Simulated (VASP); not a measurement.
# Li2B (C2/m) in VASP: relaxation of cell and atoms with PBE

Aim: the relaxation of cell and atoms of Li2B with PBE.

All numbers are computed with VASP 6.6.1; they aren't measurements. Logs are shortened: lines on timing, memory, paths and dates and some standing lists are left out, and cuts for length are marked.

**1. The cell of the first run**

It takes space group C2/m (No. 12, monoclinic). The conventional cell has a = 4.372 Å, b = 2.928 Å, c = 4.402 Å, α = 90.00°, β = 96.98°, γ = 90.00°. Li (site symmetry m) has 3 B at 1.74 to 2.06 Å within 2.3 Å. B (site symmetry 2/m) has 6 Li at 1.74 to 2.06 Å within 2.3 Å.

The cell was built from a structure type or drawn by symmetry, and may not be a known phase.

**2. Relaxation of cell and atoms, PBE**

Contents of INCAR:

```
  PREC = Accurate
  ENCUT = 910
  EDIFF = 1E-7
  ISMEAR = 0
  SIGMA = 0.1
  LREAL = F
  LASPH = T
  NELM = 120
  ALGO = Normal
  ISIF = 3
  LWAVE = F
  LCHARG = F
  GGA = PE
  IBRION = 2
  NSW = 90
  EDIFFG = -0.04
  GGA_COMPAT = F
  NELMIN = 4
```

Contents of KPOINTS:

```
regular mesh
0
Gamma
  8 8 4
```

Contents of POSCAR:

```
Li2B
1.0
    2.1860193500     -1.4637945900      0.0000000000
    2.1860193500      1.4637945900      0.0000000000
   -0.5352742200      0.0000000000      4.3690067700
Li B
2 1
Direct
    0.2336437400      0.2336437400      0.2625626300
    0.7663562600      0.7663562600      0.7374373700
    0.5000000000      0.5000000000      0.0000000000
```

Potentials or basis: VASP PAW PBE potentials, release 64 (Li_sv, B_h).

Command:

```
$ cat potpaw_PBE.64/Li_sv/POTCAR potpaw_PBE.64/B_h/POTCAR > POTCAR
$ mpirun -np 1 vasp_std > vasp.out
```

OUTCAR:

```text
PREC = Accurate
   ENCUT = 910
   EDIFF = 1E-7
   ISMEAR = 0
   LREAL = F
   LASPH = T
   NELM = 120
   ISIF = 3
   GGA = PE
   IBRION = 2
   NSW = 90
   EDIFFG = -0.04
   NELMIN = 4

 ion  position               nearest neighbor table
   1  0.234  0.234  0.263-   3 1.74   2 2.54   2 2.54
   2  0.766  0.766  0.737-   3 1.74   1 2.54   1 2.54
   3  0.500  0.500  0.000-   1 1.74   2 1.74

  LATTYP: Found a base centered monoclinic cell.
 ALAT       =     4.3720387000
 B/A-ratio  =     0.6696164835
 C/A-ratio  =     1.0067784916
 COS(beta)  =    -0.1216069513

  Lattice vectors:

 A1 = (   2.1860193500,  -1.4637945900,   0.0000000000)
 A2 = (   2.1860193500,   1.4637945900,   0.0000000000)
 A3 = (  -0.5352742200,   0.0000000000,   4.3690067700)

Analysis of symmetry for initial positions (statically):
=====================================================================
 Subroutine PRICEL returns:
 Original cell was already a primitive cell.

 Routine SETGRP: Setting up the symmetry group for a
 base centered monoclinic supercell.

 Subroutine GETGRP returns: Found  4 space group operations
 (whereof  4 operations were pure point group operations)
 out of a pool of  4 trial point group operations.

The static configuration has the point symmetry C_2h.

Analysis of symmetry for dynamics (positions and initial velocities):
=====================================================================
 Subroutine PRICEL returns:
 Original cell was already a primitive cell.

 Routine SETGRP: Setting up the symmetry group for a
 base centered monoclinic supercell.

 Subroutine GETGRP returns: Found  4 space group operations
 (whereof  4 operations were pure point group operations)
 out of a pool of  4 trial point group operations.

The dynamic configuration has the point symmetry C_2h.

 Subroutine INISYM returns: Found  4 space group operations
 (whereof  4 operations are pure point group operations),
 and found     1 'primitive' translations

----------------------------------------------------------------------------------------

                                     Primitive cell

  volume of cell :      27.9606

  direct lattice vectors                    reciprocal lattice vectors
     2.186019350 -1.463794590  0.000000000     0.228726246 -0.341577981  0.028022676
     2.186019350  1.463794590  0.000000000     0.228726246  0.341577981  0.028022676
    -0.535274220  0.000000000  4.369006770     0.000000000  0.000000000  0.228884974

  length of vectors
     2.630850661  2.630850661  4.401674528     0.412039419  0.412039419  0.228884974

  position of ions in fractional coordinates (direct lattice)
     0.233643740  0.233643740  0.262562630
     0.766356260  0.766356260  0.737437370
     0.500000000  0.500000000  0.000000000

  ion indices of the primitive-cell ions
   primitive index   ion index
                 1           1
                 2           2
                 3           3

----------------------------------------------------------------------------------------

 KPOINTS: regular mesh

Automatic generation of k-mesh.
 Grid dimensions read from file:
 generate k-points for:    8    8    4

 Generating k-lattice:

  Cartesian coordinates                     Fractional coordinates (reciprocal lattice)
     0.028590781 -0.042697248  0.003502835     0.125000000  0.000000000 -0.000000000
     0.028590781  0.042697248  0.003502835     0.000000000  0.125000000 -0.000000000
     0.000000000  0.000000000  0.057221243     0.000000000  0.000000000  0.250000000

  Length of vectors
     0.051504927  0.051504927  0.057221243

  Shift w.r.t. Gamma in fractional coordinates (k-lattice)
     0.000000000  0.000000000  0.000000000

 Subroutine IBZKPT returns following result:
 ===========================================

 Found     78 irreducible k-points:

 Following reciprocal coordinates:
            Coordinates               Weight
  0.000000  0.000000  0.000000      1.000000
  0.125000  0.000000 -0.000000      4.000000
  0.250000  0.000000 -0.000000      4.000000
  0.375000  0.000000  0.000000      4.000000
  0.500000  0.000000 -0.000000      2.000000
  0.125000  0.125000 -0.000000      2.000000
[... 16 lines left out ...]
  0.125000  0.000000  0.250000      4.000000
  0.250000  0.000000  0.250000      4.000000
 [... further k-points ...]
   k-points           NKPTS =     78   k-points in BZ     NKDIM =     78   number of bands    NBANDS=      8
   number of dos      NEDOS =    301   number of ions     NIONS =      3
   total plane-waves  NPLWV =  37632
   dimension x,y,z NGX =    28 NGY =   28 NGZ =   48
   dimension x,y,z NGXF=    56 NGYF=   56 NGZF=   96
   ions per type =               2   1
   NGX,Y,Z   is equivalent  to a cutoff of  17.69, 17.69, 18.13 a.u.
   NGXF,Y,Z  is equivalent  to a cutoff of  35.39, 35.39, 36.26 a.u.
 SYSTEM =  unknown system
   PREC   = accura    normal or accurate (medium, high low for compatibility)
   ISTART =      0    job   : 0-new  1-cont  2-samecut
   ICHARG =      2    charge: 1-file 2-atom 10-const
   ISPIN  =      1    spin polarized calculation?
   LNONCOLLINEAR =      F non collinear calculations
   LSORBIT =      F    spin-orbit coupling
   LASPH  =      T    aspherical Exc in radial PAW
   ENCUT  =  910.0 eV  66.88 Ry    8.18 a.u.   6.47  6.47 10.83*2*pi/ulx,y,z
   NELM   =    120;   NELMIN=  4; NELMDL= -5     # of ELM steps
   EDIFF  = 0.1E-06   stopping-criterion for ELM
   LREAL  =      F    real-space projection
   EDIFFG = -.4E-01   stopping-criterion for IOM
   NSW    =     90    number of steps for IOM
   IBRION =      2    ionic relax: 0-MD 1-quasi-New 2-CG
   NFREE  =      1    steps in history (QN), initial steepest desc. (CG)
   ISIF   =      3    stress and relaxation
   ISYM   =      2    0-nonsym 1-usesym 2-fastsym
   POTIM  = 0.5000    time-step for ionic-motion
   TEBEG  =    0.0;   TEEND  =   0.0 temperature during run
   PSTRESS=    0.0 pullay stress
   NELECT =       9.0000    total number of electrons
   NUPDOWN=      -1.0000    fix difference up-down
   EMIN   =  10.00;   EMAX   =-10.00  energy-range for DOS
   EFERMI =   0.00;   METHOD = LEGACY
   ISMEAR =     0;   SIGMA  =   0.10  broadening in eV -4-tet -1-fermi 0-gaus
   EFERMI_NEDOS =   21; number of points for ismear=-14 and -15
   IALGO  =     38    algorithm
   IMIX   =      4    mixing-type and parameters
     AMIX     =   0.40;   BMIX     =  1.00
     AMIX_MAG =   1.60;   BMIX_MAG =  1.00
  volume/ion in A,a.u.               =       9.32        62.90
  Fermi-wavevector in a.u.,A,eV,Ry     =   1.121950  2.120177 17.126621  1.258771
  Thomas-Fermi vector in A             =   2.258607
   LORBIT       =      0    0 simple, 1 ext, 2 COOP (PROOUT), +10 PAW based schemes
   GGA     = PE    functional components
   LHFCALC =     F    Hartree Fock is set to
   AEXX    =    0.0000 exact exchange contribution
   IVDW    =     0    specifies the selected vdW correction
   LEPSILON=     F    determine dielectric tensor
   LRPA    =     F    only Hartree local field effects (RPA)
 conjugate gradient relaxation of ions
 non-spin polarized calculation
 Gauss-broadening in eV      SIGMA  =   0.10
  energy-cutoff  :      910.00
  volume of cell :       27.96
 maximum number of plane-waves:      1761
 NGX is ok and might be reduce to    28
   NGX = 13   NGY = 13   NGZ = 21

--------------------------------------- Ionic step        1  -------------------------------------------

 number of electron       9.0000002 magnetization

 Free energy of the ion-electron system (eV)
  ---------------------------------------------------
  ext. energy  EPLUGINS =         0.00000000
  ---------------------------------------------------
  free energy    TOTEN  =        -6.83745205 eV

  energy without entropy =       -6.83062299  energy(sigma->0) =       -6.83403752

------------------------ aborting loop because EDIFF is reached ----------------------------------------

  FORCE on cell =-STRESS in cart. coord.  units (eV):
  Direction    XX          YY          ZZ          XY          YZ          ZX
  --------------------------------------------------------------------------------------
  -------------------------------------------------------------------------------------
  Total        7.1977279      1.6505900      6.3736185      0.0000000      0.0000000     -4.9898929
  in kB      412.4384549     94.5807930    365.2159974      0.0000000      0.0000000   -285.9268576
  external PRESSURE =     290.7450818 kB  Pullay stress =       0.0000000 kB
[... 92 lines left out ...]
  FREE ENERGIE OF THE ION-ELECTRON SYSTEM (eV)
  ---------------------------------------------------
  free  energy   TOTEN  =        -8.1640229579 eV

  energy  without entropy=       -8.1574230716  energy(sigma->0) =       -8.16072301

[... ionic steps 4 to 20 ...]

--------------------------------------- Ionic step       21  -------------------------------------------

 number of electron       9.0000001 magnetization

------------------------ aborting loop because EDIFF is reached ----------------------------------------

  FORCE on cell =-STRESS in cart. coord.  units (eV):
  Direction    XX          YY          ZZ          XY          YZ          ZX
  --------------------------------------------------------------------------------------
  -------------------------------------------------------------------------------------
  Total        0.0801212     -0.1684651      0.0471812      0.0000000      0.0000000     -0.1757959
  in kB        4.0043670     -8.4196909      2.3580599      0.0000000      0.0000000     -8.7860747
  external PRESSURE =      -0.6857547 kB  Pullay stress =       0.0000000 kB
[... 59 lines left out ...]
  energy  without entropy=       -9.2296014195  energy(sigma->0) =       -9.23010704

--------------------------------------- Ionic step       23  -------------------------------------------

 number of electron       9.0000003 magnetization

 Free energy of the ion-electron system (eV)
  ---------------------------------------------------
  ext. energy  EPLUGINS =         0.00000000
  ---------------------------------------------------
  free energy    TOTEN  =        -9.23246651 eV

  energy without entropy =       -9.23145897  energy(sigma->0) =       -9.23196274

 E-fermi :   2.9515     XC(G=0):  -9.2407

 val. band max:        2.8849403157   @ k =  -0.3750   0.2500   0.2500
 cond. band min:       3.1166695573   @ k =  -0.1250   0.1250   0.2500
 fundamental gap:      0.2317292416
 Fermi energy:         2.9515467951

 k-point     1 :       0.0000    0.0000    0.0000
  band No.  band energies     occupation
      1     -41.9817      2.00000
      2     -41.9576      2.00000
      3      -6.0075      2.00000
      4       0.9537      2.00000
      5       1.0173      2.00000
      6      10.1753      0.00000
      7      10.1916      0.00000
      8      12.3645      0.00000
[... 243 lines left out ...]
 k-point    24 :       0.2500    0.0000    0.2500
  band No.  band energies     occupation
      1     -41.9381      2.00000
      2     -41.9301      2.00000
      3      -4.8412      2.00000
      4       0.4191      2.00000
      5       4.1076      0.00000
      6       5.0216      0.00000
      7      10.4022      0.00000
      8      11.0421      0.00000

 [... further k-points ...]

------------------------ aborting loop because EDIFF is reached ----------------------------------------

  FORCE on cell =-STRESS in cart. coord.  units (eV):
  Direction    XX          YY          ZZ          XY          YZ          ZX
  --------------------------------------------------------------------------------------
  -------------------------------------------------------------------------------------
  Total       -0.0577473     -0.0077419     -0.0004445      0.0000000      0.0000000     -0.0338030
  in kB       -2.8927676     -0.3878214     -0.0222690      0.0000000      0.0000000     -1.6933111
  external PRESSURE =      -1.1009527 kB  Pullay stress =       0.0000000 kB
[... 18 lines left out ...]
  FREE ENERGIE OF THE ION-ELECTRON SYSTEM (eV)
  ---------------------------------------------------
  free  energy   TOTEN  =        -9.2324665135 eV

  energy  without entropy=       -9.2314589686  energy(sigma->0) =       -9.23196274

 reached required accuracy - stopping structural energy minimisation
```

Wall time 8.7 min (1 thread of Intel Xeon Platinum 8375C at 2.90GHz (Ice Lake), shared host); peak memory 0.2 GiB.

Results:

| Property | Result |
| --- | --- |
| Free energy | -9.2325 eV |
| Relaxed volume | 10.66 Å³/atom |
| Relaxed cell | a = 2.439 Å, b = 2.439 Å, c = 5.624 Å, α = 102.02°, β = 102.02°, γ = 89.85° |
| Space group after relaxing (to 0.1 Å) | I4/mmm (No. 139) |
| Energy gained by relaxing | 798.3 meV/atom |
| Ionic steps | 23 |
| Pressure after relaxing | -0.1 GPa |
| Largest force after relaxing | 0.016 eV/Å |
| Band gap on the k mesh | zero (an odd number of electrons rules out a gap without spin polarisation) |

Forces on the atoms (eV/Å):
```
Li   0.007  0.000  0.014
Li  -0.007  0.000 -0.014
B    0.000  0.000  0.000
```

The path:
```
step  energy change (eV)  largest force (eV/Å)  pressure (GPa)  volume (Å³)
   1              0.0000                3.2918           29.07        27.96
   2             -1.3265                0.1003            2.58        35.12
   3             -1.3266                0.1012            2.53        35.15
   4             -1.4016                0.1151            0.62        36.31
   5             -1.5106                0.4690           -3.89        39.70
   6             -1.5777                0.4778           -4.17        39.48
   7             -1.8052                0.6289           -5.25        38.53
   8             -2.1649                0.4397           -4.57        35.15
   9             -2.1635                0.6978           -5.49        36.04
  10             -2.2951                0.1749           -1.77        32.66
  11             -2.2952                0.1444           -1.47        32.50
  12             -2.3571                0.0727            0.88        31.26
  13             -2.3589                0.0716            1.48        30.99
  14             -2.3675                0.1361            0.35        31.62
  15             -2.3692                0.1762           -0.39        32.09
  16             -2.3746                0.1375           -0.40        32.22
  17             -2.3821                0.0595           -0.37        32.55
  18             -2.3868                0.0800           -0.07        32.42
  19             -2.3869                0.0869            0.00        32.39
  20             -2.3899                0.0790           -0.03        32.31
  21             -2.3937                0.0565           -0.07        32.06
  22             -2.3932                0.0607           -0.13        31.90
  23             -2.3950                0.0156           -0.11        31.98
```

Final structure:
```xyz
3
Lattice="1.7058 -1.7226 -0.2701 1.7058 1.7226 -0.2701 -0.7929 0.0000 5.5678" Properties=species:S:1:pos:R:3 pbc="T T T"
Li    0.2247    0.0000    1.4075
Li    2.3941    0.0000    3.6200
B     1.7058    0.0000   -0.2701
```

Caveat: a cell axis changed by over 15 % at a fixed basis, so the end point is rough.
